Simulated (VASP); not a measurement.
# Cu (Cmcm) in VASP: notebook

The runs below take Cu through single point, with PBEsol.

All numbers are computed with VASP 6.6.1; they aren't measurements. Logs are shortened: lines on timing, memory, paths and dates and some standing lists are left out, and cuts for length are marked.

### Step 1. The cell of the first run

It takes space group Cmcm (No. 63, orthorhombic). The conventional cell has a = 2.437 Å, b = 7.953 Å, c = 2.575 Å, α = 90.00°, β = 90.00°, γ = 90.00°. Within 3.2 Å of Cu (site symmetry m2m) lie 10 Cu at 2.44 to 2.57 Å.

### Step 2. Single point, PBEsol (strain +0.000 along x and y, +0.040 along z)

File INCAR:

```
  PREC = Accurate
  ENCUT = 520
  EDIFF = 1E-6
  ISMEAR = 0
  SIGMA = 0.15
  LREAL = F
  LASPH = T
  NELM = 80
  ALGO = Fast
  ISIF = 2
  LWAVE = F
  LCHARG = T
  GGA = PS
  LELF = T
  LVHAR = T
  NBANDS = 18
```

File KPOINTS:

```
Automatic mesh
0
Gamma
  20 20 20
```

File POSCAR:

```
Cu
1.0
    1.2184636900     -3.9763780104      0.0000000000
    1.2184636900      3.9763780104      0.0000000000
    0.0000000000      0.0000000000      2.5745153444
Cu
2
Direct
    0.1338666500      0.8661333500      0.2500000000
    0.8661333500      0.1338666500      0.7500000000
```

Potentials or basis: VASP PAW PBE potentials, release 64 (Cu).

The run is started by

```bash
> cat potpaw_PBE.64/Cu/POTCAR > POTCAR
> mpirun -np 1 vasp_std > vasp.out
```

OUTCAR:

```text
PREC = Accurate
   ENCUT = 520
   EDIFF = 1E-6
   ISMEAR = 0
   LREAL = F
   LASPH = T
   NELM = 80
   ISIF = 2
   GGA = PS

 ion  position               nearest neighbor table
   1  0.134  0.866  0.250-   2 2.49   2 2.49   2 2.56   2 2.56   2 2.56   2 2.56
   2  0.866  0.134  0.750-   1 2.49   1 2.49   1 2.56   1 2.56   1 2.56   1 2.56

  LATTYP: Found a base centered orthorhombic cell.
 ALAT       =     2.4369273800
 B/A-ratio  =     3.2634357864
 C/A-ratio  =     1.0564596079

  Lattice vectors:

 A1 = (   1.2184636900,  -3.9763780104,   0.0000000000)
 A2 = (   1.2184636900,   3.9763780104,   0.0000000000)
 A3 = (   0.0000000000,   0.0000000000,   2.5745153444)

Analysis of symmetry for initial positions (statically):
=====================================================================
 Subroutine PRICEL returns:
 Original cell was already a primitive cell.

 Routine SETGRP: Setting up the symmetry group for a
 base centered orthorhombic supercell.

 Subroutine GETGRP returns: Found  8 space group operations
 (whereof  4 operations were pure point group operations)
 out of a pool of  8 trial point group operations.

The static configuration has the point symmetry C_2h.
 The point group associated with its full space group is D_2h.

Analysis of symmetry for dynamics (positions and initial velocities):
=====================================================================
 Subroutine PRICEL returns:
 Original cell was already a primitive cell.

 Routine SETGRP: Setting up the symmetry group for a
 base centered orthorhombic supercell.

 Subroutine GETGRP returns: Found  8 space group operations
 (whereof  4 operations were pure point group operations)
 out of a pool of  8 trial point group operations.

The dynamic configuration has the point symmetry C_2h.
 The point group associated with its full space group is D_2h.

 Subroutine INISYM returns: Found  8 space group operations
 (whereof  4 operations are pure point group operations),
 and found     1 'primitive' translations

----------------------------------------------------------------------------------------

                                     Primitive cell

  volume of cell :      24.9474

  direct lattice vectors                    reciprocal lattice vectors
     1.218463690 -3.976378010  0.000000000     0.410352811 -0.125742572  0.000000000
     1.218463690  3.976378010  0.000000000     0.410352811  0.125742572  0.000000000
     0.000000000  0.000000000  2.574515344     0.000000000  0.000000000  0.388422622

  length of vectors
     4.158874348  4.158874348  2.574515344     0.429186001  0.429186001  0.388422622

  position of ions in fractional coordinates (direct lattice)
     0.133866650  0.866133350  0.250000000
     0.866133350  0.133866650  0.750000000

  ion indices of the primitive-cell ions
   primitive index   ion index
                 1           1
                 2           2

----------------------------------------------------------------------------------------

 KPOINTS: Automatic mesh

Automatic generation of k-mesh.
 Grid dimensions read from file:
 generate k-points for:   20   20   20

 Generating k-lattice:

  Cartesian coordinates                     Fractional coordinates (reciprocal lattice)
     0.020517641 -0.006287129  0.000000000     0.050000000 -0.000000000  0.000000000
     0.020517641  0.006287129  0.000000000    -0.000000000  0.050000000  0.000000000
     0.000000000  0.000000000  0.019421131     0.000000000  0.000000000  0.050000000

  Length of vectors
     0.021459300  0.021459300  0.019421131

  Shift w.r.t. Gamma in fractional coordinates (k-lattice)
     0.000000000  0.000000000  0.000000000

 Subroutine IBZKPT returns following result:
 ===========================================

 Found   1221 irreducible k-points:

 Following reciprocal coordinates:
            Coordinates               Weight
  0.000000  0.000000  0.000000      1.000000
  0.050000  0.000000  0.000000      4.000000
  0.100000  0.000000  0.000000      4.000000
  0.150000  0.000000  0.000000      4.000000
  0.200000  0.000000  0.000000      4.000000
  0.250000  0.000000  0.000000      4.000000
[... 16 lines left out ...]
 -0.400000  0.050000  0.000000      4.000000
 -0.350000  0.050000  0.000000      4.000000
 [... further k-points ...]
   k-points           NKPTS =   1221   k-points in BZ     NKDIM =   1221   number of bands    NBANDS=     18
   number of dos      NEDOS =    301   number of ions     NIONS =      2
   total plane-waves  NPLWV =  20480
   dimension x,y,z NGX =    32 NGY =   32 NGZ =   20
   dimension x,y,z NGXF=    64 NGYF=   64 NGZF=   40
   ions per type =               2
   NGX,Y,Z   is equivalent  to a cutoff of  12.79, 12.79, 12.91 a.u.
   NGXF,Y,Z  is equivalent  to a cutoff of  25.58, 25.58, 25.83 a.u.
 SYSTEM =  unknown system
   PREC   = accura    normal or accurate (medium, high low for compatibility)
   ISTART =      0    job   : 0-new  1-cont  2-samecut
   ICHARG =      2    charge: 1-file 2-atom 10-const
   ISPIN  =      1    spin polarized calculation?
   LNONCOLLINEAR =      F non collinear calculations
   LSORBIT =      F    spin-orbit coupling
   LASPH  =      T    aspherical Exc in radial PAW
   ENCUT  =  520.0 eV  38.22 Ry    6.18 a.u.   7.73  7.73  4.79*2*pi/ulx,y,z
   NELM   =     80;   NELMIN=  2; NELMDL= -5     # of ELM steps
   EDIFF  = 0.1E-05   stopping-criterion for ELM
   LREAL  =      F    real-space projection
[... 7 lines left out ...]
   TEBEG  =    0.0;   TEEND  =   0.0 temperature during run
   PSTRESS=    0.0 pullay stress
   NELECT =      22.0000    total number of electrons
   NUPDOWN=      -1.0000    fix difference up-down
   EMIN   =  10.00;   EMAX   =-10.00  energy-range for DOS
   EFERMI =   0.00;   METHOD = LEGACY
   ISMEAR =     0;   SIGMA  =   0.15  broadening in eV -4-tet -1-fermi 0-gaus
   EFERMI_NEDOS =   21; number of points for ismear=-14 and -15
   IALGO  =     68    algorithm
   IMIX   =      4    mixing-type and parameters
     AMIX     =   0.40;   BMIX     =  1.00
     AMIX_MAG =   1.60;   BMIX_MAG =  1.00
  volume/ion in A,a.u.               =      12.47        84.18
  Fermi-wavevector in a.u.,A,eV,Ry     =   1.569907  2.966693 33.533010  2.464607
  Thomas-Fermi vector in A             =   2.671719
   LORBIT       =      0    0 simple, 1 ext, 2 COOP (PROOUT), +10 PAW based schemes
   GGA     = PS    functional components
   LHFCALC =     F    Hartree Fock is set to
   AEXX    =    0.0000 exact exchange contribution
   IVDW    =     0    specifies the selected vdW correction
   LEPSILON=     F    determine dielectric tensor
   LRPA    =     F    only Hartree local field effects (RPA)
 non-spin polarized calculation
 RMM-DIIS sequential band-by-band and
 Gauss-broadening in eV      SIGMA  =   0.15
  energy-cutoff  :      520.00
  volume of cell :       24.95
 maximum number of plane-waves:       691
   NGX = 15   NGY = 15   NGZ =  9

 number of electron      22.0000001 magnetization

 Free energy of the ion-electron system (eV)
  ---------------------------------------------------
  ext. energy  EPLUGINS =         0.00000000
  ---------------------------------------------------
  free energy    TOTEN  =        -8.27247761 eV

  energy without entropy =       -8.26620718  energy(sigma->0) =       -8.26934239

 E-fermi :   6.6958     XC(G=0): -12.5588

 val. band max:        6.6952024238   @ k =  -0.4500   0.2500   0.4500
 cond. band min:       6.7005604172   @ k =  -0.4000   0.1500   0.0500
 fundamental gap:      0.0053579934
 Fermi energy:         6.6957533353

 k-point     1 :       0.0000    0.0000    0.0000
  band No.  band energies     occupation
      1      -2.2426      2.00000
      2       2.0345      2.00000
      3       2.6887      2.00000
      4       3.1558      2.00000
      5       3.6989      2.00000
      6       4.2300      2.00000
[... 10 lines left out ...]
     17      26.2444      0.00000
     18      28.5503      0.00000

 k-point     2 :       0.0500    0.0000    0.0000
  band No.  band energies     occupation
      1      -2.1699      2.00000
      2       2.0635      2.00000
      3       2.7164      2.00000
      4       3.1822      2.00000
      5       3.7078      2.00000
      6       4.2251      2.00000
[... 10 lines left out ...]
     17      25.4138      0.00000
     18      28.8136      0.00000

 k-point     3 :       0.1000    0.0000    0.0000
  band No.  band energies     occupation
      1      -1.9538      2.00000
      2       2.1449      2.00000
      3       2.7977      2.00000
      4       3.2600      2.00000
      5       3.7332      2.00000
      6       4.1959      2.00000
[... 10 lines left out ...]
     17      25.4638      0.00000
     18      29.0568      0.00000

 k-point     4 :       0.1500    0.0000    0.0000
  band No.  band energies     occupation
      1      -1.5994      2.00000
      2       2.2633      2.00000
      3       2.9243      2.00000
      4       3.3809      2.00000
      5       3.7722      2.00000
      6       3.9979      2.00000
[... 10 lines left out ...]
     17      25.5894      0.00000
     18      29.2958      0.00000

 k-point     5 :       0.2000    0.0000    0.0000
  band No.  band energies     occupation
      1      -1.1172      2.00000
      2       2.3966      2.00000
      3       3.0749      2.00000
      4       3.4636      2.00000
      5       3.7998      2.00000
      6       3.8193      2.00000
[... 10 lines left out ...]
     17      25.7736      0.00000
     18      29.5733      0.00000

 k-point     6 :       0.2500    0.0000    0.0000
  band No.  band energies     occupation
      1      -0.5255      2.00000
      2       2.5167      2.00000
      3       3.2154      2.00000
      4       3.3188      2.00000
      5       3.8667      2.00000
      6       3.9118      2.00000
[... 307 lines left out ...]
 k-point    21 :       0.5000    0.0500    0.0000
  band No.  band energies     occupation
      1       1.8686      2.00000
      2       2.3478      2.00000
      3       3.2760      2.00000
      4       3.8875      2.00000
      5       3.9563      2.00000
      6       3.9950      2.00000
[... 10 lines left out ...]
     17      26.7931      0.00000
     18      27.5994      0.00000

 k-point    22 :      -0.4500    0.0500    0.0000
  band No.  band energies     occupation
      1       1.5190      2.00000
      2       2.3964      2.00000
      3       3.2434      2.00000
      4       3.7423      2.00000
      5       3.9681      2.00000
      6       3.9758      2.00000
[... 10 lines left out ...]
     17      25.6713      0.00000
     18      27.2849      0.00000

 k-point    23 :      -0.4000    0.0500    0.0000
  band No.  band energies     occupation
      1       0.9542      2.00000
      2       2.4694      2.00000
      3       3.1995      2.00000
      4       3.5208      2.00000
      5       3.9631      2.00000
      6       3.9910      2.00000
[... 10 lines left out ...]
     17      25.8429      0.00000
     18      26.9706      0.00000

 k-point    24 :      -0.3500    0.0500    0.0000
  band No.  band energies     occupation
      1       0.2809      2.00000
      2       2.5143      2.00000
      3       3.2044      2.00000
      4       3.3398      2.00000
      5       3.9418      2.00000
      6       3.9945      2.00000
[... 10 lines left out ...]
     17      26.3664      0.00000
     18      28.0575      0.00000

 [... further k-points ...]
[... 5 lines left out ...]
  --------------------------------------------------------------------------------------
  -------------------------------------------------------------------------------------
  Total       -0.3327796     -0.8834077     -1.4783491      0.0000000     -0.0000000      0.0000000
  in kB      -21.3718213    -56.7343454    -94.9427604      0.0000000     -0.0000000      0.0000000
  external PRESSURE =     -57.6829757 kB  Pullay stress =       0.0000000 kB

 VOLUME and BASIS-vectors are now :
 -----------------------------------------------------------------------------
  energy-cutoff  :      520.00
  volume of cell :       24.95
      direct lattice vectors                 reciprocal lattice vectors
     1.218463690 -3.976378010  0.000000000     0.410352811 -0.125742572  0.000000000
     1.218463690  3.976378010  0.000000000     0.410352811  0.125742572  0.000000000
     0.000000000  0.000000000  2.574515344     0.000000000  0.000000000  0.388422622

 POSITION                                       TOTAL-FORCE (eV/Angst)
 -----------------------------------------------------------------------------------
      1.21846      2.91177      0.64363         0.000000     -0.041153      0.000000
      1.21846     -2.91177      1.93089         0.000000      0.041153     -0.000000
 -----------------------------------------------------------------------------------
    total drift:                                0.000000      0.000000      0.000000

  FREE ENERGIE OF THE ION-ELECTRON SYSTEM (eV)
  ---------------------------------------------------
  free  energy   TOTEN  =        -8.2724776083 eV

  energy  without entropy=       -8.2662071772  energy(sigma->0) =       -8.26934239
```

It took 16 min on 1 thread of Intel Xeon 8259CL, shared host; peak memory 0.53 GiB.

What came out:

```
Free energy            : -8.2725 eV
Pressure               : -5.8 GPa
Largest force          : 0.041 eV/Å
Band gap on the k mesh : zero (bands 11 and 12 overlap by 5.46 eV)
```

Forces on the atoms (eV/Å):
```
Cu   0.000 -0.041  0.000
Cu   0.000  0.041  0.000
```

Stress tensor (GPa, compression positive):
```
-2.14  0.00  0.00
 0.00 -5.67  0.00
 0.00  0.00 -9.49
```

Caveat: the cell differs from its parent crystal (strain +0.000 along x and y, +0.040 along z); the stress differs along the axes, from -9 to -2 GPa; the PAW data sets were made with another functional, which shifts forces and pressure a little.

[end of part 1 of 2]
